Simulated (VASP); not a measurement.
# Tl11Br12 (a cell with a defect) in VASP: electric field gradients with PBE

Aim: the electric field gradients of Tl11Br12 (a cell with a defect) with PBE.

All numbers are computed with VASP 6.6.1; they aren't measurements. Logs are shortened: lines on timing, memory, paths and dates and some standing lists are left out, and cuts for length are marked.

## Step 1: The cell of the first run

The cell holds a defect, 23 atoms: a = 9.092 Å, b = 12.445 Å, c = 9.944 Å, α = 90.00°, β = 90.00°, γ = 133.19°.

## Step 2: Electric field gradients, PBE (atoms taken out)

INCAR

```
SYSTEM = Tl11Br12
PREC = Accurate
ENCUT = 520
EDIFF = 1E-8
ISMEAR = -1
SIGMA = 0.01
LREAL = Auto
LASPH = .True.
NELM = 100
ALGO = Normal
ISIF = 2
LWAVE = .False.
LCHARG = .False.
GGA = PE
LEFG = .True.
NELECT = 228.0
NBANDS = 130
```

KPOINTS

```
regular mesh
0
Gamma
  3 3 2
  0 0 0
```

POSCAR

```
Tl11Br12
1.0
    6.6292610085     -6.2222708063      0.0000000000
    0.0000000000     12.4445416126      0.0000000000
    0.0000000000      0.0000000000      9.9435164400
Tl Br
11 12
Direct
    0.3333333333      0.2777323167      0.8750000000
    0.6666666667      0.9443989833      0.3750000000
    0.6666666667      0.9443989833      0.8750000000
    0.0000000000      0.6110656500      0.3750000000
    0.0000000000      0.6110656500      0.8750000000
    0.3333333333      0.0556010167      0.1250000000
    0.3333333333      0.0556010167      0.6250000000
    0.6666666667      0.7222676833      0.1250000000
    0.6666666667      0.7222676833      0.6250000000
    0.0000000000      0.3889343500      0.1250000000
    0.0000000000      0.3889343500      0.6250000000
    0.3333333333      0.8034096667      0.1250000000
    0.3333333333      0.8034096667      0.6250000000
    0.6666666667      0.4700763333      0.1250000000
    0.6666666667      0.4700763333      0.6250000000
    0.0000000000      0.1367430000      0.1250000000
    0.0000000000      0.1367430000      0.6250000000
    0.3333333333      0.5299236667      0.3750000000
    0.3333333333      0.5299236667      0.8750000000
    0.6666666667      0.1965903333      0.3750000000
    0.6666666667      0.1965903333      0.8750000000
    0.0000000000      0.8632570000      0.3750000000
    0.0000000000      0.8632570000      0.8750000000
```

Potentials or basis: VASP PAW PBE potentials, release 64 (Tl_d, Br).

Run with:

```console
$ cat potpaw_PBE.64/Tl_d/POTCAR potpaw_PBE.64/Br/POTCAR > POTCAR
$ mpirun -np 1 vasp_std > vasp.out
```

OUTCAR:

```text
SYSTEM = Tl11Br12
   PREC = Accurate
   ENCUT = 520
   EDIFF = 1E-8
   ISMEAR = -1
   LREAL = Auto
   LASPH = .True.
   NELM = 100
   ISIF = 2
   GGA = PE
   NELECT = 228.0

 ion  position               nearest neighbor table
   1  0.333  0.278  0.875-  19 3.14  17 3.34  16 3.34  15 3.34  14 3.34   7 3.72   6 3.72
   2  0.667  0.944  0.375-  20 3.14  17 3.34  16 3.34  13 3.34  12 3.34   9 3.72   8 3.72
   3  0.667  0.944  0.875-  21 3.14  17 3.34  16 3.34  13 3.34  12 3.34   9 3.72   8 3.72
   4  0.000  0.611  0.375-  22 3.14  15 3.34  14 3.34  13 3.34  12 3.34  11 3.72  10 3.72
   5  0.000  0.611  0.875-  23 3.14  15 3.34  14 3.34  13 3.34  12 3.34  11 3.72  10 3.72
   6  0.333  0.056  0.125-  12 3.14  22 3.34  23 3.34  20 3.34  21 3.34   1 3.72
   7  0.333  0.056  0.625-  13 3.14  22 3.34  23 3.34  20 3.34  21 3.34   1 3.72
   8  0.667  0.722  0.125-  14 3.14  22 3.34  23 3.34  18 3.34  19 3.34   3 3.72   2 3.72
   9  0.667  0.722  0.625-  15 3.14  22 3.34  23 3.34  18 3.34  19 3.34   3 3.72   2 3.72
  10  0.000  0.389  0.125-  16 3.14  18 3.34  19 3.34  20 3.34  21 3.34   5 3.72   4 3.72
  11  0.000  0.389  0.625-  17 3.14  18 3.34  19 3.34  20 3.34  21 3.34   5 3.72   4 3.72
  12  0.333  0.803  0.125-   6 3.14   5 3.34   4 3.34   3 3.34   2 3.34
  13  0.333  0.803  0.625-   7 3.14   5 3.34   4 3.34   3 3.34   2 3.34
  14  0.667  0.470  0.125-   8 3.14   5 3.34   4 3.34   1 3.34
  15  0.667  0.470  0.625-   9 3.14   5 3.34   4 3.34   1 3.34
  16  0.000  0.137  0.125-  10 3.14   1 3.34   3 3.34   2 3.34
  17  0.000  0.137  0.625-  11 3.14   1 3.34   3 3.34   2 3.34
  18  0.333  0.530  0.375-  10 3.34  11 3.34   8 3.34   9 3.34
  19  0.333  0.530  0.875-   1 3.14  10 3.34  11 3.34   8 3.34   9 3.34
  20  0.667  0.197  0.375-   2 3.14  10 3.34  11 3.34   6 3.34   7 3.34
  21  0.667  0.197  0.875-   3 3.14  10 3.34  11 3.34   6 3.34   7 3.34
  22  0.000  0.863  0.375-   4 3.14   8 3.34   9 3.34   6 3.34   7 3.34
  23  0.000  0.863  0.875-   5 3.14   8 3.34   9 3.34   6 3.34   7 3.34

  LATTYP: Found a base centered orthorhombic cell.
 ALAT       =    12.4445416126
 B/A-ratio  =     1.0654086289
 C/A-ratio  =     0.7990263321

  Lattice vectors:

 A1 = (   6.6292610085,   6.2222708063,   0.0000000000)
 A2 = (  -6.6292610085,   6.2222708063,   0.0000000000)
 A3 = (   0.0000000000,   0.0000000000,   9.9435164400)

Analysis of symmetry for initial positions (statically):
=====================================================================
 Subroutine PRICEL returns:
 Original cell was already a primitive cell.

 Routine SETGRP: Setting up the symmetry group for a
 base centered orthorhombic supercell.

 Subroutine GETGRP returns: Found  4 space group operations
 (whereof  1 operations were pure point group operations)
 out of a pool of  8 trial point group operations.

The static configuration has the point symmetry C_1 .
 The point group associated with its full space group is C_2v.

Analysis of symmetry for dynamics (positions and initial velocities):
=====================================================================
 Subroutine PRICEL returns:
 Original cell was already a primitive cell.

 Routine SETGRP: Setting up the symmetry group for a
 base centered orthorhombic supercell.

 Subroutine GETGRP returns: Found  4 space group operations
 (whereof  1 operations were pure point group operations)
 out of a pool of  8 trial point group operations.

The dynamic configuration has the point symmetry C_1 .
 The point group associated with its full space group is C_2v.

 Subroutine INISYM returns: Found  4 space group operations
 (whereof  1 operations are pure point group operations),
 and found     1 'primitive' translations

----------------------------------------------------------------------------------------

                                     Primitive cell

  volume of cell :     820.3214

  direct lattice vectors                    reciprocal lattice vectors
     6.629261009 -6.222270806  0.000000000     0.150846376  0.000000000  0.000000000
     0.000000000 12.444541613  0.000000000     0.075423188  0.080356515  0.000000000
     0.000000000  0.000000000  9.943516440     0.000000000  0.000000000  0.100568044

  length of vectors
     9.091961037 12.444541613  9.943516440     0.150846376  0.110208107  0.100568044

  position of ions in fractional coordinates (direct lattice)
     0.333333333  0.277732317  0.875000000
     0.666666667  0.944398983  0.375000000
     0.666666667  0.944398983  0.875000000
     0.000000000  0.611065650  0.375000000
     0.000000000  0.611065650  0.875000000
     0.333333333  0.055601017  0.125000000
[... 15 lines left out ...]
     0.000000000  0.863257000  0.375000000
     0.000000000  0.863257000  0.875000000

  ion indices of the primitive-cell ions
[... 72 lines left out ...]
   ICHARG =      2    charge: 1-file 2-atom 10-const
   ISPIN  =      1    spin polarized calculation?
   LNONCOLLINEAR =      F non collinear calculations
   LSORBIT =      F    spin-orbit coupling
   LASPH  =      T    aspherical Exc in radial PAW
   ENCUT  =  520.0 eV  38.22 Ry    6.18 a.u.  16.91 23.14 18.49*2*pi/ulx,y,z
   NELM   =    100;   NELMIN=  2; NELMDL= -5     # of ELM steps
   EDIFF  = 0.1E-07   stopping-criterion for ELM
   LREAL  =      T    real-space projection
   EDIFFG = 0.1E-06   stopping-criterion for IOM
   NSW    =      0    number of steps for IOM
   IBRION =     -1    ionic relax: 0-MD 1-quasi-New 2-CG
   NFREE  =      0    steps in history (QN), initial steepest desc. (CG)
   ISIF   =      2    stress and relaxation
   ISYM   =      2    0-nonsym 1-usesym 2-fastsym
   POTIM  = 0.5000    time-step for ionic-motion
   TEBEG  =    0.0;   TEEND  =   0.0 temperature during run
   PSTRESS=    0.0 pullay stress
   NELECT =     228.0000    total number of electrons
   NUPDOWN=      -1.0000    fix difference up-down
   EMIN   =  10.00;   EMAX   =-10.00  energy-range for DOS
   EFERMI =   0.00;   METHOD = LEGACY
   ISMEAR =    -1;   SIGMA  =   0.01  broadening in eV -4-tet -1-fermi 0-gaus
   EFERMI_NEDOS =   21; number of points for ismear=-14 and -15
   IALGO  =     38    algorithm
   IMIX   =      4    mixing-type and parameters
     AMIX     =   0.40;   BMIX     =  1.00
     AMIX_MAG =   1.60;   BMIX_MAG =  1.00
  volume/ion in A,a.u.               =      35.67       240.69
  Fermi-wavevector in a.u.,A,eV,Ry     =   1.068378  2.018942 15.530131  1.141432
  Thomas-Fermi vector in A             =   2.204025
   LORBIT       =      0    0 simple, 1 ext, 2 COOP (PROOUT), +10 PAW based schemes
   GGA     = PE    functional components
   LHFCALC =     F    Hartree Fock is set to
   AEXX    =    0.0000 exact exchange contribution
   IVDW    =     0    specifies the selected vdW correction
   LEPSILON=     F    determine dielectric tensor
   LRPA    =     F    only Hartree local field effects (RPA)
 non-spin polarized calculation
  energy-cutoff  :      520.00
  volume of cell :      820.32
 maximum number of plane-waves:     22122
 NGX is ok and might be reduce to    70
   NGX = 33   NGY = 47   NGZ = 37

 number of electron     227.9999995 magnetization

 Free energy of the ion-electron system (eV)
  ---------------------------------------------------
  ext. energy  EPLUGINS =         0.00000000
  ---------------------------------------------------
  free energy    TOTEN  =       -61.51044097 eV

  energy without entropy =      -61.51044097  energy(sigma->0) =      -61.51044097

 E-fermi :   1.4603     XC(G=0):  -8.2839

 val. band max:        1.1788280088   @ k =   0.3333   0.3333   0.0000
 cond. band min:       3.6030113315   @ k =   0.3333   0.0000   0.0000
 fundamental gap:      2.4241833227
 Fermi energy:         1.4602980040

 k-point     1 :       0.0000    0.0000    0.0000
  band No.  band energies     occupation
      1     -12.4128      2.00000
      2     -12.2997      2.00000
      3     -12.2934      2.00000
      4     -12.2759      2.00000
      5     -12.2740      2.00000
      6     -12.1845      2.00000
[... 1021 lines left out ...]
    125       5.1223      0.00000
    126       5.2679      0.00000
 [bands above 126 left out]

------------------------ aborting loop because EDIFF is reached ----------------------------------------

  FORCE on cell =-STRESS in cart. coord.  units (eV):
  Direction    XX          YY          ZZ          XY          YZ          ZX
  --------------------------------------------------------------------------------------
  -------------------------------------------------------------------------------------
  Total        9.3023272     10.2360169      9.5004749      0.0000000      0.0000000      0.0000000
  in kB       18.1684623     19.9920605     18.5554666      0.0000000      0.0000000      0.0000000
  external PRESSURE =      18.9053298 kB  Pullay stress =       0.0000000 kB

 VOLUME and BASIS-vectors are now :
 -----------------------------------------------------------------------------
  energy-cutoff  :      520.00
  volume of cell :      820.32
      direct lattice vectors                 reciprocal lattice vectors
     6.629261009 -6.222270806  0.000000000     0.150846376  0.000000000  0.000000000
     0.000000000 12.444541613  0.000000000     0.075423188  0.080356515  0.000000000
     0.000000000  0.000000000  9.943516440     0.000000000  0.000000000  0.100568044

 POSITION                                       TOTAL-FORCE (eV/Angst)
 -----------------------------------------------------------------------------------
      2.20975      1.38216      8.70058        -0.000000      0.037195     -0.000000
      4.41951      7.60443      3.72882         0.144749      0.002592     -0.000000
      4.41951      7.60443      8.70058         0.118817      0.019812     -0.000000
      0.00000      7.60443      3.72882        -0.144749      0.002592     -0.000000
      0.00000      7.60443      8.70058        -0.118817      0.019812     -0.000000
      2.20975     -1.38216      1.24294        -0.000000      0.175013      0.162487
[... 15 lines left out ...]
      0.00000     10.74284      3.72882         0.015498     -0.000039     -0.000000
      0.00000     10.74284      8.70058         0.013113      0.011428     -0.000000
 -----------------------------------------------------------------------------------
    total drift:                                0.000003      0.001078     -0.000001

  FREE ENERGIE OF THE ION-ELECTRON SYSTEM (eV)
  ---------------------------------------------------
  free  energy   TOTEN  =       -61.5104409737 eV

  energy  without entropy=      -61.5104409737  energy(sigma->0) =      -61.51044097

 Electric field gradients (V/A^2)
---------------------------------------------------------------------
 ion       V_xx      V_yy      V_zz      V_xy      V_xz      V_yz
---------------------------------------------------------------------
   1      22.329   -11.091   -11.238     0.000    -0.000     0.000
   2      37.400   -33.594    -3.806    -6.425    -0.000     0.000
   3      27.394   -14.028   -13.366    -5.840    -0.000     0.000
   4      37.401   -33.595    -3.806     6.425    -0.000     0.000
   5      27.395   -14.029   -13.366     5.841    -0.000     0.000
   6      25.730   -21.888    -3.843     0.000    -0.000    10.704
[... 15 lines left out ...]
  22      -9.340   -18.511    27.851   -18.162     0.000    -0.000
  23      -9.793     4.012     5.781    -2.066     0.000    -0.000
---------------------------------------------------------------------

 Electric field gradients after diagonalization (V/A^2)
 (convention: |V_zz| > |V_xx| > |V_yy|)
----------------------------------------------------------------------
 ion       V_xx      V_yy      V_zz     asymmetry (V_yy - V_xx)/ V_zz
----------------------------------------------------------------------
   1     -11.238   -11.091    22.329       0.007
   2     -34.171    -3.806    37.977       0.800
   3     -14.836   -13.366    28.201       0.052
   4     -34.172    -3.806    37.978       0.800
   5     -14.836   -13.366    28.202       0.052
   6      25.730     1.134   -26.865       0.916
[... 15 lines left out ...]
  22      27.851     4.807   -32.658       0.706
  23       5.781     4.315   -10.096       0.145
----------------------------------------------------------------------

           NMR quadrupolar parameters

 Cq : quadrupolar parameter    Cq=e*Q*V_zz/h
 eta: asymmetry parameters     (V_yy - V_xx)/ V_zz
 Q  : nuclear electric quadrupole moment in mb (millibarn)
----------------------------------------------------------------------
 ion       Cq(MHz)       eta       Q (mb)
----------------------------------------------------------------------
   1       0.054       0.007       1.000
   2       0.092       0.800       1.000
   3       0.068       0.052       1.000
   4       0.092       0.800       1.000
   5       0.068       0.052       1.000
   6      -0.065       0.916       1.000
[... 15 lines left out ...]
  22      -0.079       0.706       1.000
  23      -0.024       0.145       1.000
----------------------------------------------------------------------
```

Run time: 29 min. Hardware: 1 thread of AMD EPYC 9R45 (Zen 5), shared host; peak memory 1.2 GiB.

Results:

* Free energy: -61.5104 eV
* Largest force: 0.239 eV/Å
* Largest electric field gradient by atom: Tl +22.3, +38.0, +28.2, -26.9, +39.5 (each value once); Br +14.0, -55.0, -106.8, +9.4, -32.7, -10.1 (each value once) V/Å²

Forces on the atoms (eV/Å):
```
Tl   0.000  0.037  0.000
Tl   0.145  0.003  0.000
Tl   0.119  0.020  0.000
Tl  -0.145  0.003  0.000
Tl  -0.119  0.020  0.000
Tl   0.000  0.175  0.162
Tl   0.000  0.175 -0.162
Tl  -0.069 -0.124  0.142
Tl  -0.069 -0.124 -0.142
Tl   0.069 -0.124  0.142
Tl   0.069 -0.124 -0.142
Br   0.000 -0.037 -0.015
Br   0.000 -0.037  0.015
Br   0.057 -0.015 -0.092
Br   0.057 -0.015  0.092
Br  -0.057 -0.015 -0.092
Br  -0.057 -0.015  0.092
Br   0.000  0.139  0.000
Br   0.000  0.036  0.000
Br  -0.015  0.000  0.000
Br  -0.013  0.011  0.000
Br   0.015  0.000  0.000
Br   0.013  0.011  0.000
```

Electric field gradients, principal values (V/Å²):
| atom | least | middle | greatest (by size) |
| --- | --- | --- | --- |
| 1 Tl | -11.091 | -11.238 | 22.329 |
| 2 Tl | -3.806 | -34.171 | 37.977 |
| 3 Tl | -13.366 | -14.836 | 28.201 |
| 4 Tl | -3.806 | -34.172 | 37.978 |
| 5 Tl | -13.366 | -14.836 | 28.202 |
| 6 Tl | 1.134 | 25.730 | -26.865 |
| 7 Tl | 1.134 | 25.730 | -26.865 |
| 8 Tl | -2.353 | -37.183 | 39.537 |
| 9 Tl | -2.353 | -37.183 | 39.537 |
| 10 Tl | -2.354 | -37.184 | 39.537 |
| 11 Tl | -2.354 | -37.184 | 39.537 |
| 12 Br | -5.703 | -8.343 | 14.046 |
| 13 Br | -5.703 | -8.343 | 14.046 |
| 14 Br | 25.800 | 29.228 | -55.028 |
| 15 Br | 25.800 | 29.228 | -55.028 |
| 16 Br | 25.800 | 29.228 | -55.028 |
| 17 Br | 25.800 | 29.228 | -55.028 |
| 18 Br | 39.802 | 66.963 | -106.766 |
| 19 Br | -0.018 | -9.430 | 9.447 |
| 20 Br | 4.806 | 27.851 | -32.657 |
| 21 Br | 4.315 | 5.780 | -10.095 |
| 22 Br | 4.807 | 27.851 | -32.658 |
| 23 Br | 4.315 | 5.781 | -10.096 |

Caveat: the cell carries a net charge on a neutralising background, which shifts energy and pressure; the cell differs from its parent crystal (atoms taken out); the cell is charged against a uniform background, so pressure and absolute levels hang on convention; without QUAD_EFG the Cq values of the log hold for a quadrupole moment of 1 mb, not for the nuclei; spin-orbit coupling is left out, which moves the levels of the heavy elements.
